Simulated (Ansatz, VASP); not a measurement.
## YSn3: VASP beside Ansatz

```xyz
4
Lattice="4.7127 0.0000 0.0000 0.0000 4.7127 0.0000 0.0000 0.0000 4.6660" Properties=species:S:1:pos:R:3 pbc="T T T"
Y     0.0000    0.0000    0.0000
Sn    0.0000    2.3563    2.3330
Sn    2.3563    0.0000    2.3330
Sn    2.3563    2.3563    0.0000
```

Change from the starting cell: equal xx and yy strain of +1 %.

Alike in both runs: task single point; functional PBEsol; k mesh 8 × 8 × 8; occupations fermi-dirac, width 0.05 eV; no spin polarisation.

|  | VASP | Ansatz |
| --- | --- | --- |
| version | VASP 6.6.1 | Ansatz 0.2.0 |
| potentials or method | VASP PAW PBE potentials, release 64 (Y_sv, Sn_d), cutoff 520 eV | all-electron LAPW, scalar-relativistic |

|  | VASP | Ansatz | Ansatz less VASP |
| --- | --- | --- | --- |
| pressure (GPa) | -2.0 | -2.0 | +0.06 |

VASP's potentials were made for PBE, not for PBEsol. Ansatz ran all-electron here, and VASP with PAW potentials.
